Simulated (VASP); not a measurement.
# Ta in VASP: a series of runs

Ta is run at these levels: PBE; tasks: single point.

Everything below comes from runs of VASP 6.6.1. Logs are shortened: lines on timing, memory, paths and dates and some standing lists are left out, and cuts for length are marked.

### Step 1. The cell of the first run

The cell holds a slab with vacuum, 3 atoms: a = 2.875 Å, b = 2.875 Å, c = 20.695 Å, α = 90.00°, β = 90.00°, γ = 109.47°.

### Step 2. Single point, PBE

File INCAR:

```
SYSTEM = Ta
ALGO = Normal
EDIFF = 1E-6
ENCUT = 400
GGA = PE
GGA_COMPAT = .False.
ISIF = 2
ISMEAR = -1
LASPH = .True.
LCHARG = .False.
LREAL = .False.
LWAVE = .False.
NBANDS = 24
NELM = 120
NELMDL = -8
PREC = Accurate
SIGMA = 0.1
```

File KPOINTS:

```
k-points
0
Gamma
  13 13 1
  0 0 0
```

File POSCAR:

```
Ta
1.0
    2.8752873597      0.0000000000      0.0000000000
   -0.9584291199      2.7108469199      0.0000000000
    0.0000000000      0.0000000000     20.6953000000
Ta
3
Direct
    0.0000000000      0.0000000000      0.3903954831
    0.5000000000      0.5000000000      0.4999999909
    0.0000000000      0.0000000000      0.6096045260
```

Potentials or basis: VASP PAW PBE potentials, release 64 (Ta_pv).

Started as:

```console
$ cat potpaw_PBE.64/Ta_pv/POTCAR > POTCAR
$ mpirun -np 1 vasp_std > vasp.out
```

OUTCAR:

```text
SYSTEM = Ta
   EDIFF = 1E-6
   ENCUT = 400
   GGA = PE
   ISIF = 2
   ISMEAR = -1
   LASPH = .True.
   LREAL = .False.
   NELM = 120
   NELMDL = -8
   PREC = Accurate

 ion  position               nearest neighbor table
   1  0.000  0.000  0.390-   2 2.81   2 2.81   2 3.26   2 3.26
   2  0.500  0.500  0.500-   1 2.81   1 2.81   3 2.81   3 2.81   1 3.26   1 3.26   3 3.26   3 3.26

   3  0.000  0.000  0.610-   2 2.81   2 2.81   2 3.26   2 3.26

  LATTYP: Found a base centered orthorhombic cell.
 ALAT       =     3.3200958623
 B/A-ratio  =     1.4142135624
 C/A-ratio  =     6.2333441137

  Lattice vectors:

 A1 = (   2.8752873597,   0.0000000000,   0.0000000000)
 A2 = (  -0.9584291199,   2.7108469199,   0.0000000000)
 A3 = (   0.0000000000,   0.0000000000,  20.6953000000)

Analysis of symmetry for initial positions (statically):
=====================================================================
 Subroutine PRICEL returns:
 Original cell was already a primitive cell.

 Routine SETGRP: Setting up the symmetry group for a
 base centered orthorhombic supercell.

 Subroutine GETGRP returns: Found  8 space group operations
 (whereof  8 operations were pure point group operations)
 out of a pool of  8 trial point group operations.

The static configuration has the point symmetry D_2h.

Analysis of symmetry for dynamics (positions and initial velocities):
=====================================================================
 Subroutine PRICEL returns:
 Original cell was already a primitive cell.

 Routine SETGRP: Setting up the symmetry group for a
 base centered orthorhombic supercell.

 Subroutine GETGRP returns: Found  8 space group operations
 (whereof  8 operations were pure point group operations)
 out of a pool of  8 trial point group operations.

The dynamic configuration has the point symmetry D_2h.

 Subroutine INISYM returns: Found  8 space group operations
 (whereof  8 operations are pure point group operations),
 and found     1 'primitive' translations

----------------------------------------------------------------------------------------

                                     Primitive cell

  volume of cell :     161.3088

  direct lattice vectors                    reciprocal lattice vectors
     2.875287360  0.000000000  0.000000000     0.347791325  0.122962802  0.000000000
    -0.958429120  2.710846920  0.000000000     0.000000000  0.368888406  0.000000000
     0.000000000  0.000000000 20.695300000     0.000000000  0.000000000  0.048320150

  length of vectors
     2.875287360  2.875287360 20.695300000     0.368888406  0.368888406  0.048320150

  position of ions in fractional coordinates (direct lattice)
     0.000000000  0.000000000  0.390395483
     0.500000000  0.500000000  0.499999991
     0.000000000  0.000000000  0.609604526

  ion indices of the primitive-cell ions
   primitive index   ion index
                 1           1
                 2           2
                 3           3

----------------------------------------------------------------------------------------

 KPOINTS: k-points

Automatic generation of k-mesh.
 Grid dimensions read from file:
 generate k-points for:   13   13    1

 Generating k-lattice:

  Cartesian coordinates                     Fractional coordinates (reciprocal lattice)
     0.026753179  0.009458677  0.000000000     0.076923077  0.000000000  0.000000000
     0.000000000  0.028376031  0.000000000     0.000000000  0.076923077  0.000000000
     0.000000000  0.000000000  0.048320150     0.000000000  0.000000000  1.000000000

  Length of vectors
     0.028376031  0.028376031  0.048320150

  Shift w.r.t. Gamma in fractional coordinates (k-lattice)
     0.000000000  0.000000000  0.000000000

 Subroutine IBZKPT returns following result:
 ===========================================

 Found     49 irreducible k-points:

 Following reciprocal coordinates:
            Coordinates               Weight
  0.000000  0.000000  0.000000      1.000000
  0.076923 -0.000000  0.000000      4.000000
  0.153846 -0.000000  0.000000      4.000000
  0.230769 -0.000000  0.000000      4.000000
  0.307692 -0.000000  0.000000      4.000000
  0.384615 -0.000000  0.000000      4.000000
[... 16 lines left out ...]
  0.384615  0.153846  0.000000      4.000000
  0.461538  0.153846  0.000000      4.000000
 [... further k-points ...]
   k-points           NKPTS =     49   k-points in BZ     NKDIM =     49   number of bands    NBANDS=     24
   number of dos      NEDOS =    301   number of ions     NIONS =      3
   total plane-waves  NPLWV =  56000
   dimension x,y,z NGX =    20 NGY =   20 NGZ =  140
   dimension x,y,z NGXF=    40 NGYF=   40 NGZF=  280
   ions per type =               3
   NGX,Y,Z   is equivalent  to a cutoff of  11.56, 11.56, 11.25 a.u.
   NGXF,Y,Z  is equivalent  to a cutoff of  23.13, 23.13, 22.49 a.u.
 SYSTEM =  Ta
   PREC   = accura    normal or accurate (medium, high low for compatibility)
   ISTART =      0    job   : 0-new  1-cont  2-samecut
   ICHARG =      2    charge: 1-file 2-atom 10-const
   ISPIN  =      1    spin polarized calculation?
   LNONCOLLINEAR =      F non collinear calculations
   LSORBIT =      F    spin-orbit coupling
   LASPH  =      T    aspherical Exc in radial PAW
   ENCUT  =  400.0 eV  29.40 Ry    5.42 a.u.   4.69  4.69 33.75*2*pi/ulx,y,z
   NELM   =    120;   NELMIN=  2; NELMDL= -8     # of ELM steps
   EDIFF  = 0.1E-05   stopping-criterion for ELM
   LREAL  =      F    real-space projection
   EDIFFG = 0.1E-04   stopping-criterion for IOM
   NSW    =      0    number of steps for IOM
   IBRION =     -1    ionic relax: 0-MD 1-quasi-New 2-CG
   NFREE  =      0    steps in history (QN), initial steepest desc. (CG)
   ISIF   =      2    stress and relaxation
   ISYM   =      2    0-nonsym 1-usesym 2-fastsym
   POTIM  = 0.5000    time-step for ionic-motion
   TEBEG  =    0.0;   TEEND  =   0.0 temperature during run
   PSTRESS=    0.0 pullay stress
   NELECT =      33.0000    total number of electrons
   NUPDOWN=      -1.0000    fix difference up-down
   EMIN   =  10.00;   EMAX   =-10.00  energy-range for DOS
   EFERMI =   0.00;   METHOD = LEGACY
   ISMEAR =    -1;   SIGMA  =   0.10  broadening in eV -4-tet -1-fermi 0-gaus
   EFERMI_NEDOS =   21; number of points for ismear=-14 and -15
   IALGO  =     38    algorithm
   IMIX   =      4    mixing-type and parameters
     AMIX     =   0.40;   BMIX     =  1.00
     AMIX_MAG =   1.60;   BMIX_MAG =  1.00
  volume/ion in A,a.u.               =      53.77       362.86
  Fermi-wavevector in a.u.,A,eV,Ry     =   0.964629  1.822884 12.660336  0.930508
  Thomas-Fermi vector in A             =   2.094276
   LORBIT       =      0    0 simple, 1 ext, 2 COOP (PROOUT), +10 PAW based schemes
   GGA     = PE    functional components
   LHFCALC =     F    Hartree Fock is set to
   AEXX    =    0.0000 exact exchange contribution
   IVDW    =     0    specifies the selected vdW correction
   LEPSILON=     F    determine dielectric tensor
   LRPA    =     F    only Hartree local field effects (RPA)
 non-spin polarized calculation
  energy-cutoff  :      400.00
  volume of cell :      161.31
 maximum number of plane-waves:      2965
   NGX =  9   NGY =  9   NGZ = 67

 number of electron      33.0000009 magnetization

 Free energy of the ion-electron system (eV)
  ---------------------------------------------------
  ext. energy  EPLUGINS =         0.00000000
  ---------------------------------------------------
  free energy    TOTEN  =       -33.19840089 eV

  energy without entropy =      -33.06925038  energy(sigma->0) =      -33.13382563

 E-fermi :  -1.0945     XC(G=0):  -5.2641

 val. band max:       -1.1005832803   @ k =  -0.1538   0.1538   0.0000
 cond. band min:      -1.0914340390   @ k =   0.1538  -0.0000   0.0000
 fundamental gap:      0.0091492413
 Fermi energy:        -1.0944615473

 k-point     1 :       0.0000    0.0000    0.0000
  band No.  band energies     occupation
      1     -35.6089      2.00000
      2     -35.3178      2.00000
      3     -34.8742      2.00000
      4     -34.8052      2.00000
      5     -34.6150      2.00000
      6     -34.6149      2.00000
[... 16 lines left out ...]
     23       2.2580      0.00000
     24       2.6564      0.00000

 k-point     2 :       0.0769   -0.0000    0.0000
  band No.  band energies     occupation
      1     -35.5946      2.00000
      2     -35.3213      2.00000
      3     -34.8933      2.00000
      4     -34.8505      2.00000
      5     -34.6413      2.00000
      6     -34.6410      2.00000
[... 16 lines left out ...]
     23       2.1909      0.00000
     24       2.6035      0.00000

 k-point     3 :       0.1538   -0.0000    0.0000
  band No.  band energies     occupation
      1     -35.5549      2.00000
      2     -35.3351      2.00000
      3     -34.9726      2.00000
      4     -34.9667      2.00000
      5     -34.6957      2.00000
      6     -34.6838      2.00000
[... 16 lines left out ...]
     23       2.0739      0.00000
     24       2.4283      0.00000

 k-point     4 :       0.2308   -0.0000    0.0000
  band No.  band energies     occupation
      1     -35.5028      2.00000
      2     -35.3680      2.00000
      3     -35.1345      2.00000
      4     -35.1068      2.00000
      5     -34.7573      2.00000
      6     -34.7322      2.00000
[... 16 lines left out ...]
     23       2.2930      0.00000
     24       2.3446      0.00000

 k-point     5 :       0.3077   -0.0000    0.0000
  band No.  band energies     occupation
      1     -35.4840      2.00000
      2     -35.4273      2.00000
      3     -35.2746      2.00000
      4     -35.2585      2.00000
      5     -34.8566      2.00000
      6     -34.7816      2.00000
[... 451 lines left out ...]
 k-point    22 :       0.3077    0.1538    0.0000
  band No.  band energies     occupation
      1     -35.4574      2.00000
      2     -35.4495      2.00000
      3     -35.2935      2.00000
      4     -35.2315      2.00000
      5     -34.9602      2.00000
      6     -34.9293      2.00000
[... 16 lines left out ...]
     23       3.2308      0.00000
     24       3.5318      0.00000

 k-point    23 :       0.3846    0.1538    0.0000
  band No.  band energies     occupation
      1     -35.5402      2.00000
      2     -35.4849      2.00000
      3     -35.4223      2.00000
      4     -35.2096      2.00000
      5     -34.9853      2.00000
      6     -34.9771      2.00000
[... 16 lines left out ...]
     23       3.1867      0.00000
     24       3.6274      0.00000

 k-point    24 :       0.4615    0.1538    0.0000
  band No.  band energies     occupation
      1     -35.5858      2.00000
      2     -35.5036      2.00000
      3     -35.4834      2.00000
      4     -35.2175      2.00000
      5     -35.0093      2.00000
      6     -34.9686      2.00000
[... 16 lines left out ...]
     23       3.2520      0.00000
     24       3.8203      0.00000

 [... further k-points ...]
[... 5 lines left out ...]
  --------------------------------------------------------------------------------------
  -------------------------------------------------------------------------------------
  Total       -3.2720771     -3.2071743     -0.0507296      0.0917865      0.0000000      0.0000000
  in kB      -32.4994597    -31.8548207     -0.5038647      0.9116573      0.0000000      0.0000000
  external PRESSURE =     -21.6193817 kB  Pullay stress =       0.0000000 kB

 VOLUME and BASIS-vectors are now :
 -----------------------------------------------------------------------------
  energy-cutoff  :      400.00
  volume of cell :      161.31
      direct lattice vectors                 reciprocal lattice vectors
     2.875287360  0.000000000  0.000000000     0.347791325  0.122962802  0.000000000
    -0.958429120  2.710846920  0.000000000     0.000000000  0.368888406  0.000000000
     0.000000000  0.000000000 20.695300000     0.000000000  0.000000000  0.048320150

 POSITION                                       TOTAL-FORCE (eV/Angst)
 -----------------------------------------------------------------------------------
      0.00000      0.00000      8.07935        -0.000000      0.000000      0.004208
      0.95843      1.35542     10.34765        -0.000000      0.000000      0.000000
      0.00000      0.00000     12.61595         0.000000      0.000000     -0.004208
 -----------------------------------------------------------------------------------
    total drift:                                0.000000      0.000000      0.000005

  FREE ENERGIE OF THE ION-ELECTRON SYSTEM (eV)
  ---------------------------------------------------
  free  energy   TOTEN  =       -33.1984008864 eV

  energy  without entropy=      -33.0692503774  energy(sigma->0) =      -33.13382563
```

Wall time 1.8 min (1 thread of Intel Xeon 6975P-C (Granite Rapids), shared host); peak memory 0.27 GiB.

Results:

```yaml
Free_energy: -33.1984 eV
Largest_force: 0.004 eV/Å
```

Forces in eV/Å, atoms in the order of the input:
```
Ta   0.000  0.000  0.004
Ta   0.000  0.000  0.000
Ta   0.000  0.000 -0.004
```

Caveat: spin-orbit coupling is left out, which moves the levels of the heavy elements.

### Step 3. Single point, PBE

This run uses another cell than the first one, of 45.56 Å³/atom, 0.847 times its volume.

File INCAR:

```
SYSTEM = Ta
PREC = Accurate
ENCUT = 400
EDIFF = 1E-6
ISMEAR = -1
SIGMA = 0.1
LREAL = .FALSE.
LASPH = .TRUE.
NELM = 120
ALGO = Normal
ISIF = 2
LWAVE = .FALSE.
LCHARG = .FALSE.
LDIPOL = .TRUE.
IDIPOL = 3
DIPOL = 0.5 0.5 0.500
GGA = PE
NBANDS = 24
GGA_COMPAT = .FALSE.
NELMDL = -8
```

File KPOINTS:

```
regular mesh
0
G
  13 13 1
  0 0 0
```

File POSCAR:

```
Ta
1.0
    2.8752873597      0.0000000000      0.0000000000
   -0.9584291199      2.7108469199      0.0000000000
    0.0000000000      0.0000000000     17.5366000000
Ta
3
Direct
    0.0000000000      0.0000000000      0.3706534646
    0.5000000000      0.5000000000      0.4999999838
    0.0000000000      0.0000000000      0.6293465354
```

Potentials or basis: VASP PAW PBE potentials, release 64 (Ta_pv).

Started as:

```console
$ cat potpaw_PBE.64/Ta_pv/POTCAR > POTCAR
$ mpirun -np 1 vasp_std > vasp.out
```

OUTCAR:

```text
SYSTEM = Ta
   PREC = Accurate
   ENCUT = 400
   EDIFF = 1E-6
   ISMEAR = -1
   LREAL = .FALSE.
   LASPH = .TRUE.
   NELM = 120
   ISIF = 2
   GGA = PE
   NELMDL = -8

 ion  position               nearest neighbor table
   1  0.000  0.000  0.371-   2 2.81   2 2.81   2 3.26   2 3.26
   2  0.500  0.500  0.500-   1 2.81   1 2.81   3 2.81   3 2.81   1 3.26   1 3.26   3 3.26   3 3.26

   3  0.000  0.000  0.629-   2 2.81   2 2.81   2 3.26   2 3.26

  LATTYP: Found a base centered orthorhombic cell.
 ALAT       =     3.3200958623
 B/A-ratio  =     1.4142135624
 C/A-ratio  =     5.2819559216

  Lattice vectors:

 A1 = (   2.8752873597,   0.0000000000,   0.0000000000)
 A2 = (  -0.9584291199,   2.7108469199,   0.0000000000)
 A3 = (   0.0000000000,   0.0000000000,  17.5366000000)

Analysis of symmetry for initial positions (statically):
=====================================================================
 Subroutine PRICEL returns:
 Original cell was already a primitive cell.

 Routine SETGRP: Setting up the symmetry group for a
 base centered orthorhombic supercell.

 Subroutine GETGRP returns: Found  8 space group operations
[... 171 lines left out ...]
 cond. band min:      -0.4312628861   @ k =   0.1538   0.0000   0.0000
 fundamental gap:      0.0091526824
 Fermi energy:        -0.4342863026

 k-point     1 :       0.0000    0.0000    0.0000
  band No.  band energies     occupation
      1     -34.9487      2.00000
      2     -34.6576      2.00000
      3     -34.2140      2.00000
      4     -34.1450      2.00000
      5     -33.9548      2.00000
      6     -33.9547      2.00000
[... 637 lines left out ...]
     23       3.9122      0.00000
     24       4.4805      0.00000

 [... further k-points ...]

------------------------ aborting loop because EDIFF is reached ----------------------------------------

 vacuum level on the upper side and lower side of the slab       (xc-potential included)        -0.285        -0.285

  FORCE on cell =-STRESS in cart. coord.  units (eV):
  Direction    XX          YY          ZZ          XY          YZ          ZX
  --------------------------------------------------------------------------------------
  -------------------------------------------------------------------------------------
  Total       -3.2714444     -3.2068037     -0.0514384      0.0914159      0.0000000      0.0000000
  in kB      -38.3458604    -37.5881809     -0.6029288      1.0715206      0.0000000      0.0000000
  external PRESSURE =     -25.5123234 kB  Pullay stress =       0.0000000 kB

 VOLUME and BASIS-vectors are now :
 -----------------------------------------------------------------------------
  energy-cutoff  :      400.00
  volume of cell :      136.69
      direct lattice vectors                 reciprocal lattice vectors
     2.875287360  0.000000000  0.000000000     0.347791325  0.122962802  0.000000000
    -0.958429120  2.710846920  0.000000000     0.000000000  0.368888406  0.000000000
     0.000000000  0.000000000 17.536600000     0.000000000  0.000000000  0.057023596

 POSITION                                       TOTAL-FORCE (eV/Angst)
 -----------------------------------------------------------------------------------
      0.00000      0.00000      6.50000         0.000000     -0.000000      0.003971
      0.95843      1.35542      8.76830        -0.000000      0.000000      0.000000
      0.00000      0.00000     11.03660         0.000000      0.000000     -0.003971
 -----------------------------------------------------------------------------------
    total drift:                                0.000000      0.000000      0.000308

  FREE ENERGIE OF THE ION-ELECTRON SYSTEM (eV)
  ---------------------------------------------------
  free  energy   TOTEN  =       -33.1983362244 eV

  energy  without entropy=      -33.0691879602  energy(sigma->0) =      -33.13376209

 vacuum level on the upper side and lower side of the slab         4.053         4.052
```

stdout:

```text
POSCAR found type information on POSCAR Ta
 POSCAR found :  1 types and       3 ions
 scaLAPACK will be used
 LDA part: xc-table for (Slater+PW92), standard interpolation
 POSCAR, INCAR and KPOINTS ok, starting setup
 FFT: planning ... GRIDC
 FFT: planning ... GRID_SOFT
 FFT: planning ... GRID
 WAVECAR not read
 entering main loop
```

Wall time 3.6 min (1 thread of AMD EPYC 9R45 (Zen 5), shared host); peak memory 0.21 GiB.

What came out:

```yaml
Free_energy: -33.1983 eV
Largest_force: 0.004 eV/Å
```

Forces in eV/Å, atoms in the order of the input:
```
Ta   0.000  0.000  0.004
Ta   0.000  0.000  0.000
Ta   0.000  0.000 -0.004
```

Caveat: spin-orbit coupling is left out, which moves the levels of the heavy elements.

[end of part 1 of 2]
